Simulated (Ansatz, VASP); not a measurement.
V in VASP and in Ansatz

```xyz
3
Lattice="4.4156 0.0000 0.0000 -2.2078 3.8240 0.0000 0.0000 0.0000 2.3747" Properties=species:S:1:pos:R:3 pbc="T T T"
V    -2.2078    3.8240    0.0000
V     0.0000    2.5494    1.1874
V     2.2078    1.2747    1.1874
```

Alike in both runs: task single point; functional revPBE; k mesh 9 × 9 × 15; occupations fermi-dirac, width 0.1 eV; no spin polarisation.

```csv
,VASP,Ansatz
version,VASP 6.6.1,Ansatz 0.2.0
potentials or method,"VASP PAW PBE potentials, release 64 (V_sv), cutoff 520 eV","plane waves (420 eV) with PAW, scalar-relativistic"
valence electrons in the cell,39,39
```

|  | VASP | Ansatz | Ansatz less VASP |
| --- | --- | --- | --- |
| pressure (GPa) | 7.6 | 7.2 | -0.37 |
| traceless stress, the component that is largest in VASP (GPa) | 0.54 | 0.32 | -0.218 |

VASP's potentials were made for PBE, not for revPBE. The functional is the same, so the differences come from potentials, cutoffs and numerics.
